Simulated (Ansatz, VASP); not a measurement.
Two plane-wave programs on AlFe

```
Al Fe
1.0
     2.84399    0.00000    0.00000
     0.00000    2.84399    0.00000
     0.00000    0.00000    2.84399
Al Fe
1 1
Direct
  0.00000 0.00000 0.00000
  0.50000 0.50000 0.50000
```

Alike in both runs: functional PBE; dispersion D3(BJ); k mesh 14 × 14 × 14; occupations gaussian, width 0.1 eV; collinear spin.

Ansatz relaxed the structure, and its values are those at the end. VASP's run is a single point on that final structure, the one shown.

|  | VASP | Ansatz |
| --- | --- | --- |
| version | VASP 6.6.1 | Ansatz 0.2.0 |
| potentials or method | VASP PAW PBE potentials, release 64 (Al, Fe), cutoff 520 eV | scalar-relativistic, plane waves, PAW |
| valence electrons in the cell | 11 | 19 |

|  | VASP | Ansatz | Ansatz less VASP |
| --- | --- | --- | --- |
| gap on the k mesh at the Fermi level (eV) | none | none | - |
| pressure (GPa) | 0.0 | 0.0 | +0.02 |
| net moment per atom (μB) | 0.33 | 0.33 | +0.001 |
| size of the moment on the site where the two differ most (μB) | 0.69 | 0.68 | -0.006 |

Site moments also hang on the region over which each program counts them. A gap of «none» marks a metal or a gap that the smearing closes. VASP's potentials hold 11 valence electrons a cell and Ansatz's 19, so a difference there can come from the potentials and not from the codes.
